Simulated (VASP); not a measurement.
CaSiAu, 3 atoms in the cell. Symmetry: P-6m2, No. 187, hexagonal system. The conventional cell has a = 4.237 Å, b = 4.237 Å, c = 4.231 Å, α = 90.00°, β = 90.00°, γ = 120.00°. Within 4.3 Å of Ca (site symmetry -6m2) lie 6 Si at 3.23 Å and 6 Au at 3.23 Å and 8 Ca at 4.23 to 4.24 Å. Si (site symmetry -6m2) has 3 Au at 2.45 Å and 6 Ca at 3.23 Å within 3.3 Å. Within 3.3 Å of Au (site symmetry -6m2) lie 3 Si at 2.45 Å and 6 Ca at 3.23 Å. 

| Item | Value |
| --- | --- |
| Program | VASP 6.6.1 |
| Task | single point |
| Functional | r2SCAN |
| Potentials or basis | VASP PAW PBE potentials, release 64 (Ca_sv, Si, Au) |
| Cutoff | 520 eV |
| k mesh | 12 × 12 × 10 |
| Occupations | gaussian, width 0.1 eV |
| Spin | no spin polarisation |
| Dipole correction | no |
| Further INCAR settings | ALGO = Normal; EDIFF = 1e-07; NBANDS = 20 |

Potentials or basis: VASP PAW PBE potentials, release 64 (Ca_sv, Si, Au).

Run with:

```bash
$ cat potpaw_PBE.64/Ca_sv/POTCAR potpaw_PBE.64/Si/POTCAR potpaw_PBE.64/Au/POTCAR > POTCAR
$ cp INCAR.step1 INCAR
$ mpirun -np 1 vasp_std > vasp.out
$ cp INCAR.step2 INCAR
$ mpirun -np 1 vasp_std > vasp.out
```

Hardware: 1 thread of Intel(R) Xeon(R) Platinum 8488C (Sapphire Rapids), with other jobs on the host.

Estimate the wall time of this run.

Wall time 4.1 min on 1 thread of Intel(R) Xeon(R) Platinum 8488C (Sapphire Rapids), with other jobs on the host, peak memory 0.31 GiB. Counts: k points 114.
